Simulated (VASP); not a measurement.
# NaF: single point with PBE

Crystal: NaF.

```
Na F
1.0
     2.79349   -0.00475    0.00000
    -0.00475    2.79349    0.00000
     0.00000    0.00000    2.79349
Na F
1 1
Cartesian
  0.0000 0.0000 0.0000
  1.3944 1.3944 1.3967
```

This cell differs from its parent crystal: shear xy strain -0.3%.

- Program: VASP 6.6.1
- Task: single point
- Functional: PBE
- Potentials or basis: VASP PAW PBE potentials, release 64 (Na_pv, F)
- Cutoff: 520 eV
- k mesh: 10 × 10 × 10
- Occupations: fermi-dirac, width 0.02 eV
- Spin: no spin polarisation
- Dipole correction: no
- Further INCAR settings: ALGO = Normal; EDIFF = 1e-07; NBANDS = 14

```yaml
Pressure: 4.3 GPa
Band_gap_on_the_k_mesh: 6.11 eV, indirect (least direct gap 6.45 eV)
```

Levels at points of the mesh, in eV from the valence-band top:
```tsv
k point	band 5	band 6	band 7	band 8	band 9	band 10
(0.00, 0.00, 0.00)	-0.34	-0.34	-0.34	6.11	15.78	15.78
(0.50, 0.00, 0.00)	-2.66	-0.21	-0.21	10.87	11.89	19.98
(0.50, 0.50, 0.00)	-1.89	-1.88	0.00	11.99	15.27	15.33
(0.00, 0.00, 0.50)	-2.66	-0.22	-0.21	10.87	11.89	19.98
(0.50, 0.00, 0.50)	-1.89	-1.89	0.00	11.99	15.30	15.30
(0.50, 0.50, 0.50)	-1.67	-1.66	-1.66	14.40	14.43	14.47
```

Run time: 24 s on 1 thread of Intel(R) Xeon(R) Platinum 8375C CPU @ 2.90GHz (Ice Lake), with other jobs on the host, peak memory 0.17 GiB.

Caveat: the cell differs from its parent crystal (shear xy strain -0.3%). A k mesh can miss the band edges.
